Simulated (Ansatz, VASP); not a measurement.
## Cu in VASP and in Ansatz

File INCAR:

```
PREC = Accurate
ENCUT = 520
EDIFF = 1E-6
ISMEAR = 0
SIGMA = 0.15
LREAL = False
LASPH = True
NELM = 60
ALGO = Fast
ISIF = 2
LWAVE = False
LCHARG = False
GGA = PS
NBANDS = 18
```

The input KPOINTS:

```
regular mesh
0
Gamma
  30 30 16
```

The input POSCAR:

```
Cu
1.0
    2.4799292209      0.0000000000      0.0000000000
   -1.2399646105      2.1476817049      0.0000000000
    0.0000000000      0.0000000000      4.2526219237
Cu
2
Direct
    0.3333333333      0.6666666667      0.2500000000
    0.6666666667      0.3333333333      0.7500000000
```

Input for Ansatz:

```yaml
crystal:
  lattice:
    - [2.4799292209, 0.0, 0.0]
    - [-1.2399646105, 2.1476817049, 0.0]
    - [0.0, 0.0, 4.2526219237]
  atoms:
    - { symbol: Cu, position: [0.3333333333, 0.6666666667, 0.25] }
    - { symbol: Cu, position: [0.6666666667, 0.3333333333, 0.75] }
basis:
  ecutwfc: 420
kpoints:
  mp_grid: { grid: [30, 30, 16] }
hamiltonian:
  xc: pbesol
scf:
  occupations: { method: gaussian, width: 0.15 }
output:
  forces: true
  stress: true
  eigenvalues: true
```

Alike in both runs: task single point; functional PBEsol; k mesh 30 × 30 × 16; occupations gaussian, width 0.15 eV; no spin polarisation.

|  | VASP | Ansatz |
| --- | --- | --- |
| version | VASP 6.6.1 | Ansatz 0.2.0 |
| potentials or method | VASP PAW PBE potentials, release 64 (Cu), cutoff 520 eV | scalar-relativistic, plane waves, PAW |
| valence electrons in the cell | 22 | 38 |

|  | VASP | Ansatz | Ansatz less VASP |
| --- | --- | --- | --- |
| gap on the k mesh at the Fermi level (eV) | none | none | - |
| pressure (GPa) | 1.2 | 0.4 | -0.84 |
| traceless stress, the component that is largest in VASP (GPa) | -5.93 | -5.90 | +0.030 |

VASP's potentials were made for PBE, not for PBEsol. A gap of «none» marks a metal or a gap that the smearing closes. The functional is the same, so the differences come from potentials, cutoffs and numerics. VASP's potentials hold 22 valence electrons a cell and Ansatz's 38, so a difference there can come from the potentials and not from the codes.
